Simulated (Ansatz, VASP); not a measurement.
# Two plane-wave programs on In2Te2S

```
In Te S
1.0
     4.46753    0.00000    0.00000
    -2.23376    3.86899    0.00000
     0.00000    0.00000    7.85904
In Te S
2 2 1
Direct
  0.66667 0.33333 0.71152
  0.33333 0.66667 0.28848
  0.66667 0.33333 0.37439
  0.33333 0.66667 0.62561
  0.00000 0.00000 0.00000
```

Change from the starting cell: species swapped into the Nd2SeO2 type (P-3m1, No. 164).

Alike in both runs: task single point; functional PBE; k mesh 6 × 6 × 2; occupations gaussian, width 0.1 eV; no spin polarisation.

|  | VASP | Ansatz |
| --- | --- | --- |
| version | VASP 6.6.1 | Ansatz 0.2.0 |
| potentials or method | VASP PAW PBE potentials, release 64 (In_d, Te, S), cutoff 520 eV | scalar-relativistic, plane waves, PAW |
| valence electrons in the cell | 44 | 64 |

Ansatz gave:

- gap on the k mesh at the Fermi level (eV): none
- pressure (GPa): 17.4
- traceless stress, the component that is largest in VASP (GPa): 0.97
- rms of the force components (eV/Å): 2.096

Q: What did VASP give for the same quantities?

A: gap on the k mesh at the Fermi level (eV): none; pressure (GPa): 17.4; traceless stress, the component that is largest in VASP (GPa): 0.99; rms of the force components (eV/Å): 2.101.

Atom by atom the forces differ by 0.005 eV/Å (rms over components). A gap of «none» marks a metal or a gap that the smearing closes. The functional is the same, so the differences come from potentials, cutoffs and numerics. VASP's potentials hold 44 valence electrons a cell and Ansatz's 64, so a difference there can come from the potentials and not from the codes.

The k mesh is coarse, so the values compare programs but aren't converged. Spin-orbit coupling is off throughout.
